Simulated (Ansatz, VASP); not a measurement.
PbS in VASP and in Ansatz

File INCAR:

```
SYSTEM = PbS
  PREC = Accurate
  ENCUT = 520
  EDIFF = 1E-7
  ISMEAR = -1
  SIGMA = 0.01
  LREAL = .False.
  LASPH = .True.
  NELM = 80
  ALGO = Normal
  ISIF = 2
  LWAVE = .False.
  LCHARG = .False.
  GGA = PE
  NBANDS = 17
```

File KPOINTS:

```
regular mesh
0
Gamma
  8 8 8
  0 0 0
```

File POSCAR:

```
PbS
1.0
    0.0000000000      3.0040176323      3.0040176323
    3.0040176323      0.0000000000      3.0040176323
    3.0040176323      3.0040176323      0.0000000000
Pb S
1 1
Direct
    0.0000000000      0.0000000000      0.0000000000
    0.5000000000      0.5000000000      0.5000000000
```

Input for Ansatz:

```yaml
crystal:
  lattice:
    - [0.0, 3.0040176323, 3.0040176323]
    - [3.0040176323, 0.0, 3.0040176323]
    - [3.0040176323, 3.0040176323, 0.0]
  atoms:
    - { symbol: Pb, position: [0.0, 0.0, 0.0] }
    - { symbol: S, position: [0.5, 0.5, 0.5] }
kpoints:
  mp_grid: { grid: [8, 8, 8] }
  band_path:
    path:
      - [0.0, 0.0, 0.0]
      - [0.5, 0.0, 0.5]
      - [0.625, 0.25, 0.625]
      - [0.375, 0.375, 0.75]
      - [0.0, 0.0, 0.0]
      - [0.5, 0.5, 0.5]
      - [0.5, 0.25, 0.75]
      - [0.5, 0.0, 0.5]
    npoints: 5
scf:
  occupations: { method: fermi_dirac, width: 0.01 }
hamiltonian:
  xc: pbe
  pseudopotentials: { kind: all_electron, lapw: { basis_error: 0.0005 } }
output:
  forces: true
  stress: true
  eigenvalues: true
```

Change from the starting cell: volume scaled by 1.04.

Alike in both runs: task single point; functional PBE; k mesh 8 × 8 × 8; occupations fermi-dirac, width 0.01 eV; no spin polarisation.

|  | VASP | Ansatz |
| --- | --- | --- |
| version | VASP 6.6.1 | Ansatz 0.2.0 |
| potentials or method | VASP PAW PBE potentials, release 64 (Pb_d, S), cutoff 520 eV | all-electron LAPW, scalar-relativistic |

|  | VASP | Ansatz | Ansatz less VASP |
| --- | --- | --- | --- |
| gap on the k mesh at the Fermi level (eV) | 0.50 | 0.49 | -0.008 |
| pressure (GPa) | -0.1 | 0.0 | +0.08 |

Ansatz ran all-electron here, and VASP with PAW potentials.

Neither program's run includes spin-orbit coupling.
